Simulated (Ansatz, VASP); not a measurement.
# One calculation of CaIrC4N4, two programs

Contents of INCAR:

```
SYSTEM = CaIrC4N4
ALGO = Normal
EDIFF = 1E-7
ENCUT = 520
GGA = PE
ISIF = 2
ISMEAR = 0
ISPIN = 2
LASPH = .True.
LCHARG = .False.
LMAXMIX = 4
LORBIT = 11
LREAL = .False.
LWAVE = .False.
MAGMOM = 0 1.4 0 0 0 0 0 0 0 0
NBANDS = 42
NELM = 150
PREC = Accurate
SIGMA = 0.1
```

The input KPOINTS:

```
k-points
0
Gamma
  2 2 2
  0 0 0
```

POSCAR

```
CaIrC4N4
1.0
    6.5626344093      0.0000000000      0.0000000000
    0.0000000000      6.5626344093      0.0000000000
    0.0000000000      0.0000000000      6.5626344093
Ca Ir C N
1 1 4 4
Direct
    0.0000000000      0.0000000000      1.0000000000
    0.5000000000      0.5000000000      0.5000000000
    0.2195552452      0.2195552452      0.2195552452
    0.2195552452      0.7804447548      0.7804447548
    0.7804447548      0.2195552452      0.7804447548
    0.7804447548      0.7804447548      0.2195552452
    0.3229034549      0.3229034549      0.3229034549
    0.3229034549      0.6770965451      0.6770965451
    0.6770965451      0.3229034549      0.6770965451
    0.6770965451      0.6770965451      0.3229034549
```

Input for Ansatz:

```yaml
crystal:
  lattice:
    - [6.5626344093, 0.0, 0.0]
    - [0.0, 6.5626344093, 0.0]
    - [0.0, 0.0, 6.5626344093]
  atoms:
    - { symbol: Ca, position: [0.0, 0.0, 1.0] }
    - { symbol: Ir, position: [0.5, 0.5, 0.5], spin: 1.4 }
    - { symbol: C, position: [0.2195552452, 0.2195552452, 0.2195552452] }
    - { symbol: C, position: [0.2195552452, 0.7804447548, 0.7804447548] }
    - { symbol: C, position: [0.7804447548, 0.2195552452, 0.7804447548] }
    - { symbol: C, position: [0.7804447548, 0.7804447548, 0.2195552452] }
    - { symbol: "N", position: [0.3229034549, 0.3229034549, 0.3229034549] }
    - { symbol: "N", position: [0.3229034549, 0.6770965451, 0.6770965451] }
    - { symbol: "N", position: [0.6770965451, 0.3229034549, 0.6770965451] }
    - { symbol: "N", position: [0.6770965451, 0.6770965451, 0.3229034549] }
basis:
  ecutwfc: 420
kpoints:
  mp_grid: { grid: [2, 2, 2] }
hamiltonian:
  xc: pbe
scf:
  occupations: { method: gaussian, width: 0.1 }
  lower_state_search: "off"
output:
  forces: true
  stress: true
  eigenvalues: true
  populations: true
magnetization:
  spin_polarized: true
```

Alike in both runs: task single point; functional PBE; k mesh 2 × 2 × 2; occupations gaussian, width 0.1 eV; collinear spin.

```csv
,VASP,Ansatz
version,VASP 6.6.1,Ansatz 0.2.0
potentials or method,"VASP PAW PBE potentials, release 64 (Ca_sv, Ir, C, N), cutoff 520 eV","scalar-relativistic, plane waves, PAW"
valence electrons in the cell,55,63
```

```tsv
	VASP	Ansatz	Ansatz less VASP
gap on the k mesh at the Fermi level (eV)	1.15	1.15	+0.006
least direct gap on the mesh (eV)	1.15	1.15	+0.006
pressure (GPa)	0.3	0.0	-0.33
rms of the force components (eV/Å)	0.157	0.006	-0.1513
net moment per atom (μB)	0.30	0.30	0.000
size of the moment on the site where the two differ most (μB)	1.94	1.27	-0.666
```

Site moments also hang on the region over which each program counts them. Atom by atom the forces differ by 0.162 eV/Å (rms over components). VASP's potentials hold 55 valence electrons a cell and Ansatz's 63, so a difference there can come from the potentials and not from the codes.

The k mesh is coarse, so the values compare programs but aren't converged. Neither program's run includes spin-orbit coupling. Noted on VASP's run: the standard files for N, O and F lose accuracy on very short bonds.
